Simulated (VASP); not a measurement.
Set up this calculation in VASP 6.6.1, as the native input.

```
Task                   : single point
Functional             : PBE
Potentials or basis    : VASP PAW PBE potentials, release 64 (Al, Cu)
Cutoff                 : 520 eV
k mesh                 : 9 × 9 × 1
Occupations            : gaussian, width 0.1 eV
Spin                   : no spin polarisation
Dipole correction      : yes
Further INCAR settings : ALGO = Normal; EDIFF = 1e-06; NBANDS = 40
```

The structure of Al8Cu3 lies in POSCAR:

```
Al8Cu3
1.0
    4.0890373098      0.0000000000      0.0000000000
    2.0442999082      3.5413364718      0.0000000000
    0.0000000000      0.0000000000     33.6856057520
Al Cu
8 3
Direct
    0.0000356652      0.0000356652      0.3265489741
    0.6667261087      0.6667261087      0.3761064101
    0.3334165521      0.3334165521      0.4256638460
    0.0001069956      0.0001069956      0.4752212820
    0.6667974391      0.6667974391      0.5247787180
    0.3334878826      0.3334878826      0.5743361540
    0.0001783260      0.0001783260      0.6238935899
    0.6668687695      0.6668687695      0.6734510259
    0.0000713304      0.0000713304      0.4008851281
    0.3334522174      0.3334522174      0.5000000000
    0.6668331043      0.6668331043      0.5991148719
```

These files were run (other wordings do the same):

INCAR

```
SYSTEM = Al8Cu3
ALGO = Normal
DIPOL = 0.5 0.5 0.500
EDIFF = 1E-6
ENCUT = 520
GGA = PE
IDIPOL = 3
ISIF = 2
ISMEAR = 0
LASPH = .TRUE.
LCHARG = .TRUE.
LDIPOL = .TRUE.
LELF = .TRUE.
LREAL = .FALSE.
LVACPOTAV = .TRUE.
LVHAR = .TRUE.
LWAVE = .FALSE.
NBANDS = 40
NELM = 100
PREC = Accurate
SIGMA = 0.1
```

KPOINTS

```
k-points
0
G
  9 9 1
  0 0 0
```

Potentials or basis: VASP PAW PBE potentials, release 64 (Al, Cu).

Command:

```bash
$ cat potpaw_PBE.64/Al/POTCAR potpaw_PBE.64/Cu/POTCAR > POTCAR
$ mpirun -np 1 vasp_std > vasp.out
```

Results of the run:

* Largest force: 0.250 eV/Å
* Band gap on the k mesh: zero (an odd number of electrons rules out a gap without spin polarisation)

Run time: 21 min on 1 thread of Intel(R) Xeon(R) Platinum 8259CL CPU @ 2.50GHz (Skylake/Cascade Lake), with other jobs on the host, peak memory 0.72 GiB.
